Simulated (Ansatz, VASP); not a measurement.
## Two plane-wave programs on Pb

```xyz
1
Lattice="3.5123 0.0000 0.0000 1.7562 3.0418 0.0000 1.7562 1.0139 2.8678" Properties=species:S:1:pos:R:3 pbc="T T T"
Pb    0.0000    0.0000    0.0000
```

Alike in both runs: functional PBE; dispersion D4; k mesh 8 × 8 × 8; occupations methfessel-paxton of order 1, width 0.1 eV; no spin polarisation.

Ansatz relaxed the structure, and its values are those at the end. VASP's run is a single point on that final structure, the one shown.

```csv
,VASP,Ansatz
version,VASP 6.6.1,Ansatz 0.2.0
potentials or method,"VASP PAW PBE potentials, release 64 (Pb_d)","plane waves, PAW"
plane-wave cutoff (eV),500,420
valence electrons in the cell,14,14
```

VASP gave:

```
pressure (GPa) : -0.1
```

What did Ansatz give for the same quantities?

Pressure (GPa): 0.0.

Ansatz's warnings: relaxed geometry near dispersion switch.

Spin-orbit coupling is off throughout.
